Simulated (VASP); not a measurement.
Runs of VASP 6.6.1 on AlB2P3. The structure is that of space group P31m (No. 157), or close to it. The cells are those of the table. 

```tsv
task	cell	k mesh	cutoff (eV)	smearing	gap on the mesh (eV)	pressure (GPa)	largest force (eV/Å)
single point	a = 5.948, b = 5.948, c = 5.726 Å, angles 90.0, 90.0, 120.0°, 12 atoms	3 × 3 × 4	520	gaussian 0.1 eV	(b)	-0.1	0.04
single point	a = 5.728, b = 5.949, c = 5.949 Å, angles 120.0, 90.0, 90.0°, 12 atoms	2 × 3 × 3	520	gaussian 0.1 eV	1.06	-0.1	0.06
single point	a = 5.729, b = 5.948, c = 5.948 Å, angles 120.0, 90.0, 90.0°, 12 atoms	2 × 3 × 3	520	gaussian 0.1 eV	1.06	-0.1	0.01
relaxation of cell and atoms	relaxed from a = 6.056, b = 6.056, c = 5.739 Å, angles 90.0, 90.0, 120.0°, 12 atoms	3 × 3 × 4	600	gaussian 0.1 eV	0.98	0.1	0.04
single point	a = 5.949, b = 5.949, c = 5.728 Å, angles 90.0, 90.0, 120.0°, 12 atoms	6 × 6 × 6	520	gaussian 0.02 eV	0.96	(a)	0.01
```

Alike in all rows: level PBE; potentials or basis VASP PAW PBE potentials, release 64 (Al, B, P); no spin polarisation.

Q: Estimate the missing entries.

A: (a) -0.2; (b) 0.97.

Caveats: some runs use coarse meshes.

A k mesh can miss the band edges.
